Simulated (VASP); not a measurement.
# LiF (Fm-3m) in VASP: notebook

Runs on LiF. Level: PBE. Tasks: single point.

All numbers are computed with VASP 6.6.1; they aren't measurements. Logs are shortened: lines on timing, memory, paths and dates and some standing lists are left out, and cuts for length are marked.

## 1. The cell of the first run

It takes space group Fm-3m (No. 225, cubic). Conventional cell: a = 4.001 Å, b = 4.001 Å, c = 4.001 Å, α = 90.00°, β = 90.00°, γ = 90.00°. Li (site symmetry m-3m) has 6 F at 2.00 Å within 2.7 Å. Within 2.7 Å of F (site symmetry m-3m) lie 6 Li at 2.00 Å.

## 2. Single point, PBE (volume scaled by 0.98)

Input file INCAR:

```
PREC = Accurate
ENCUT = 520
EDIFF = 1E-7
ISMEAR = -1
SIGMA = 0.03
LREAL = False
LASPH = True
NELM = 60
ALGO = Normal
ISIF = 2
LWAVE = False
LCHARG = True
GGA = PE
LELF = True
LVHAR = True
NBANDS = 12
```

Input file KPOINTS:

```
Automatic mesh
0
Gamma
  10 10 10
```

Input file POSCAR:

```
LiF
1.0
    0.0000000000      2.0004828142      2.0004828142
    2.0004828142      0.0000000000      2.0004828142
    2.0004828142      2.0004828142      0.0000000000
Li F
1 1
Direct
    0.0000000000      0.0000000000      0.0000000000
    0.5000000000      0.5000000000      0.5000000000
```

Potentials or basis: VASP PAW PBE potentials, release 64 (Li_sv, F).

Run with:

```
$ cat potpaw_PBE.64/Li_sv/POTCAR potpaw_PBE.64/F/POTCAR > POTCAR
$ mpirun -np 1 vasp_std > vasp.out
```

OUTCAR:

```text
PREC = Accurate
   ENCUT = 520
   EDIFF = 1E-7
   ISMEAR = -1
   LREAL = False
   LASPH = True
   NELM = 60
   ISIF = 2
   GGA = PE

 ion  position               nearest neighbor table
   1  0.000  0.000  0.000-   2 2.00   2 2.00   2 2.00   2 2.00   2 2.00   2 2.00
   2  0.500  0.500  0.500-   1 2.00   1 2.00   1 2.00   1 2.00   1 2.00   1 2.00

  LATTYP: Found a face centered cubic cell.
 ALAT       =     4.0009656284

  Lattice vectors:

 A1 = (   0.0000000000,   2.0004828142,   2.0004828142)
 A2 = (   2.0004828142,   0.0000000000,   2.0004828142)
 A3 = (   2.0004828142,   2.0004828142,   0.0000000000)

Analysis of symmetry for initial positions (statically):
=====================================================================
 Subroutine PRICEL returns:
 Original cell was already a primitive cell.

 Routine SETGRP: Setting up the symmetry group for a
 face centered cubic supercell.

 Subroutine GETGRP returns: Found 48 space group operations
 (whereof 48 operations were pure point group operations)
 out of a pool of 48 trial point group operations.

The static configuration has the point symmetry O_h .

Analysis of symmetry for dynamics (positions and initial velocities):
=====================================================================
 Subroutine PRICEL returns:
 Original cell was already a primitive cell.

 Routine SETGRP: Setting up the symmetry group for a
 face centered cubic supercell.

 Subroutine GETGRP returns: Found 48 space group operations
 (whereof 48 operations were pure point group operations)
 out of a pool of 48 trial point group operations.

The dynamic configuration has the point symmetry O_h .

 Subroutine INISYM returns: Found 48 space group operations
 (whereof 48 operations are pure point group operations),
 and found     1 'primitive' translations

----------------------------------------------------------------------------------------

                                     Primitive cell

  volume of cell :      16.0116

  direct lattice vectors                    reciprocal lattice vectors
     0.000000000  2.000482814  2.000482814    -0.249939663  0.249939663  0.249939663
     2.000482814  0.000000000  2.000482814     0.249939663 -0.249939663  0.249939663
     2.000482814  2.000482814  0.000000000     0.249939663  0.249939663 -0.249939663

  length of vectors
     2.829109927  2.829109927  2.829109927     0.432908195  0.432908195  0.432908195

  position of ions in fractional coordinates (direct lattice)
     0.000000000  0.000000000  0.000000000
     0.500000000  0.500000000  0.500000000

  ion indices of the primitive-cell ions
   primitive index   ion index
                 1           1
                 2           2

----------------------------------------------------------------------------------------

 KPOINTS: Automatic mesh

Automatic generation of k-mesh.
 Grid dimensions read from file:
 generate k-points for:   10   10   10

 Generating k-lattice:

  Cartesian coordinates                     Fractional coordinates (reciprocal lattice)
    -0.024993966  0.024993966  0.024993966     0.100000000  0.000000000  0.000000000
     0.024993966 -0.024993966  0.024993966     0.000000000  0.100000000  0.000000000
     0.024993966  0.024993966 -0.024993966     0.000000000  0.000000000  0.100000000

  Length of vectors
     0.043290819  0.043290819  0.043290819

  Shift w.r.t. Gamma in fractional coordinates (k-lattice)
     0.000000000  0.000000000  0.000000000

 Subroutine IBZKPT returns following result:
 ===========================================

 Found     47 irreducible k-points:

 Following reciprocal coordinates:
            Coordinates               Weight
  0.000000  0.000000  0.000000      1.000000
  0.100000  0.000000  0.000000      8.000000
  0.200000  0.000000  0.000000      8.000000
  0.300000  0.000000  0.000000      8.000000
  0.400000  0.000000  0.000000      8.000000
  0.500000  0.000000  0.000000      4.000000
[... 16 lines left out ...]
  0.300000  0.300000  0.000000      6.000000
  0.400000  0.300000  0.000000     24.000000
 [... further k-points ...]
   k-points           NKPTS =     47   k-points in BZ     NKDIM =     47   number of bands    NBANDS=     12
   number of dos      NEDOS =    301   number of ions     NIONS =      2
   total plane-waves  NPLWV =  13824
   dimension x,y,z NGX =    24 NGY =   24 NGZ =   24
   dimension x,y,z NGXF=    48 NGYF=   48 NGZF=   48
   ions per type =               1   1
   NGX,Y,Z   is equivalent  to a cutoff of  14.10, 14.10, 14.10 a.u.
   NGXF,Y,Z  is equivalent  to a cutoff of  28.21, 28.21, 28.21 a.u.
 SYSTEM =  unknown system
   PREC   = accura    normal or accurate (medium, high low for compatibility)
   ISTART =      0    job   : 0-new  1-cont  2-samecut
   ICHARG =      2    charge: 1-file 2-atom 10-const
   ISPIN  =      1    spin polarized calculation?
   LNONCOLLINEAR =      F non collinear calculations
   LSORBIT =      F    spin-orbit coupling
   LASPH  =      T    aspherical Exc in radial PAW
   ENCUT  =  520.0 eV  38.22 Ry    6.18 a.u.   5.26  5.26  5.26*2*pi/ulx,y,z
   NELM   =     60;   NELMIN=  2; NELMDL= -5     # of ELM steps
   EDIFF  = 0.1E-06   stopping-criterion for ELM
   LREAL  =      F    real-space projection
   EDIFFG = 0.1E-05   stopping-criterion for IOM
   NSW    =      0    number of steps for IOM
   IBRION =     -1    ionic relax: 0-MD 1-quasi-New 2-CG
   NFREE  =      0    steps in history (QN), initial steepest desc. (CG)
   ISIF   =      2    stress and relaxation
   ISYM   =      2    0-nonsym 1-usesym 2-fastsym
   POTIM  = 0.5000    time-step for ionic-motion
   TEBEG  =    0.0;   TEEND  =   0.0 temperature during run
   PSTRESS=    0.0 pullay stress
   NELECT =      10.0000    total number of electrons
   NUPDOWN=      -1.0000    fix difference up-down
   EMIN   =  10.00;   EMAX   =-10.00  energy-range for DOS
   EFERMI =   0.00;   METHOD = LEGACY
   ISMEAR =    -1;   SIGMA  =   0.03  broadening in eV -4-tet -1-fermi 0-gaus
   EFERMI_NEDOS =   21; number of points for ismear=-14 and -15
   IALGO  =     38    algorithm
   IMIX   =      4    mixing-type and parameters
     AMIX     =   0.40;   BMIX     =  1.00
     AMIX_MAG =   1.60;   BMIX_MAG =  1.00
  volume/ion in A,a.u.               =       8.01        54.03
  Fermi-wavevector in a.u.,A,eV,Ry     =   1.399362  2.644410 26.643111  1.958213
  Thomas-Fermi vector in A             =   2.522429
   LORBIT       =      0    0 simple, 1 ext, 2 COOP (PROOUT), +10 PAW based schemes
   GGA     = PE    functional components
   LHFCALC =     F    Hartree Fock is set to
   AEXX    =    0.0000 exact exchange contribution
   IVDW    =     0    specifies the selected vdW correction
   LEPSILON=     F    determine dielectric tensor
   LRPA    =     F    only Hartree local field effects (RPA)
 non-spin polarized calculation
  energy-cutoff  :      520.00
  volume of cell :       16.01
 maximum number of plane-waves:       444
 NGX is ok and might be reduce to    24
   NGX = 11   NGY = 11   NGZ = 11

 number of electron      10.0000000 magnetization

 number of electron       9.9999995 magnetization

 Free energy of the ion-electron system (eV)
  ---------------------------------------------------
  ext. energy  EPLUGINS =         0.00000000
  ---------------------------------------------------
  free energy    TOTEN  =        -9.63152173 eV

  energy without entropy =       -9.63152173  energy(sigma->0) =       -9.63152173

 E-fermi :  -0.2477     XC(G=0): -10.0813

 val. band max:       -0.8948628860   @ k =   0.0000   0.0000   0.0000
 cond. band min:       8.3807957802   @ k =   0.0000   0.0000   0.0000
 fundamental gap:      9.2756586663
 Fermi energy:        -0.2477208599

 k-point     1 :       0.0000    0.0000    0.0000
  band No.  band energies     occupation
      1     -41.7704      2.00000
      2     -20.9246      2.00000
      3      -0.8949      2.00000
      4      -0.8949      2.00000
      5      -0.8949      2.00000
      6       8.3808      0.00000
      7      23.3418      0.00000
      8      23.3418      0.00000
      9      23.3418      0.00000
     10      23.6294      0.00000
     11      23.6294      0.00000
     12      23.6294      0.00000

 k-point     2 :       0.1000    0.0000    0.0000
  band No.  band energies     occupation
      1     -41.7645      2.00000
      2     -20.8851      2.00000
      3      -1.1886      2.00000
      4      -0.9185      2.00000
      5      -0.9185      2.00000
      6       8.6686      0.00000
      7      20.5818      0.00000
      8      22.0447      0.00000
      9      22.0447      0.00000
     10      24.7034      0.00000
     11      24.7034      0.00000
     12      24.7811      0.00000

 k-point     3 :       0.2000    0.0000    0.0000
  band No.  band energies     occupation
      1     -41.7485      2.00000
      2     -20.7772      2.00000
      3      -1.8935      2.00000
      4      -0.9793      2.00000
      5      -0.9793      2.00000
      6       9.3119      0.00000
      7      18.1003      0.00000
      8      20.5270      0.00000
      9      20.5270      0.00000
     10      25.7745      0.00000
     11      26.0668      0.00000
     12      26.0668      0.00000

 k-point     4 :       0.3000    0.0000    0.0000
  band No.  band energies     occupation
      1     -41.7288      2.00000
      2     -20.6384      2.00000
      3      -2.6754      2.00000
      4      -1.0517      2.00000
      5      -1.0517      2.00000
      6       9.8374      0.00000
      7      16.6394      0.00000
      8      19.2603      0.00000
      9      19.2603      0.00000
     10      27.1567      0.00000
     11      27.7874      0.00000
     12      27.7874      0.00000

 k-point     5 :       0.4000    0.0000    0.0000
  band No.  band energies     occupation
      1     -41.7128      2.00000
      2     -20.5211      2.00000
      3      -3.2587      2.00000
      4      -1.1084      2.00000
      5      -1.1084      2.00000
      6       9.9941      0.00000
      7      16.1441      0.00000
      8      18.4432      0.00000
      9      18.4432      0.00000
     10      28.7710      0.00000
     11      29.5822      0.00000
     12      29.5822      0.00000
[... 228 lines left out ...]
      1     -41.7079      2.00000
      2     -20.4511      2.00000
      3      -2.9433      2.00000
      4      -2.0805      2.00000
      5      -1.1454      2.00000
      6      11.1915      0.00000
      7      15.1706      0.00000
      8      18.6929      0.00000
      9      18.7621      0.00000
     10      28.3141      0.00000
     11      28.4748      0.00000
     12      28.8769      0.00000

 k-point    22 :      -0.2000    0.2000    0.0000
  band No.  band energies     occupation
      1     -41.7226      2.00000
      2     -20.5762      2.00000
      3      -2.5321      2.00000
      4      -1.7868      2.00000
      5      -1.0076      2.00000
      6      10.5486      0.00000
      7      15.9354      0.00000
      8      19.1509      0.00000
      9      19.2666      0.00000
     10      26.6108      0.00000
     11      27.0217      0.00000
     12      29.5926      0.00000

 k-point    23 :       0.3000    0.3000    0.0000
  band No.  band energies     occupation
      1     -41.7170      2.00000
      2     -20.4914      2.00000
      3      -2.8447      2.00000
      4      -1.5772      2.00000
      5      -1.5772      2.00000
      6      11.5577      0.00000
      7      17.1522      0.00000
      8      18.3573      0.00000
      9      19.7440      0.00000
     10      19.7440      0.00000
     11      34.0242      0.00000
     12      34.0655      0.00000

 k-point    24 :       0.4000    0.3000    0.0000
  band No.  band energies     occupation
      1     -41.7052      2.00000
      2     -20.3764      2.00000
      3      -3.2741      2.00000
      4      -1.7933      2.00000
      5      -1.6784      2.00000
      6      12.3770      0.00000
      7      16.0207      0.00000
      8      17.8602      0.00000
      9      19.4923      0.00000
     10      20.5600      0.00000
     11      33.4896      0.00000
     12      34.3777      0.00000

 [... further k-points ...]
[... 5 lines left out ...]
  --------------------------------------------------------------------------------------
  -------------------------------------------------------------------------------------
  Total        0.3271190      0.3271190      0.3271190      0.0000000      0.0000000      0.0000000
  in kB       32.7327032     32.7327032     32.7327032      0.0000000      0.0000000      0.0000000
  external PRESSURE =      32.7327032 kB  Pullay stress =       0.0000000 kB

 VOLUME and BASIS-vectors are now :
 -----------------------------------------------------------------------------
  energy-cutoff  :      520.00
  volume of cell :       16.01
      direct lattice vectors                 reciprocal lattice vectors
     0.000000000  2.000482814  2.000482814    -0.249939663  0.249939663  0.249939663
     2.000482814  0.000000000  2.000482814     0.249939663 -0.249939663  0.249939663
     2.000482814  2.000482814  0.000000000     0.249939663  0.249939663 -0.249939663

 POSITION                                       TOTAL-FORCE (eV/Angst)
 -----------------------------------------------------------------------------------
      0.00000      0.00000      0.00000         0.000000      0.000000     -0.000000
      2.00048      2.00048      2.00048        -0.000000     -0.000000      0.000000
 -----------------------------------------------------------------------------------
    total drift:                               -0.000000     -0.000000      0.000000

  FREE ENERGIE OF THE ION-ELECTRON SYSTEM (eV)
  ---------------------------------------------------
  free  energy   TOTEN  =        -9.6315217317 eV

  energy  without entropy=       -9.6315217317  energy(sigma->0) =       -9.63152173
```

It took 7.9 s on 1 thread of Intel Xeon Platinum 8259CL at 2.50GHz (Skylake/Cascade Lake), shared host; peak memory 0.13 GiB.

What came out:

```yaml
Free_energy: -9.6315 eV
Band_gap_on_the_k_mesh: 9.28 eV, direct
```

Levels at points of the mesh, in eV from the valence-band top:
```csv
k point,band 2,band 3,band 4,band 5,band 6,band 7,band 8,band 9
"(0.00, 0.00, 0.00)",-20.03,0.00,0.00,0.00,9.28,24.24,24.24,24.24
"(0.50, 0.00, 0.00)",-19.58,-2.58,-0.23,-0.23,10.88,16.98,19.06,19.06
"(0.50, 0.50, 0.00)",-19.30,-3.09,-1.03,-1.03,15.00,16.57,17.70,20.48
```

Caveat: the cutoff is under 1.25 times the usual one of these potentials, so pressure, stress and relaxed cells hold a basis-set (Pulay) error.

(Continued in part 2 of 2.)
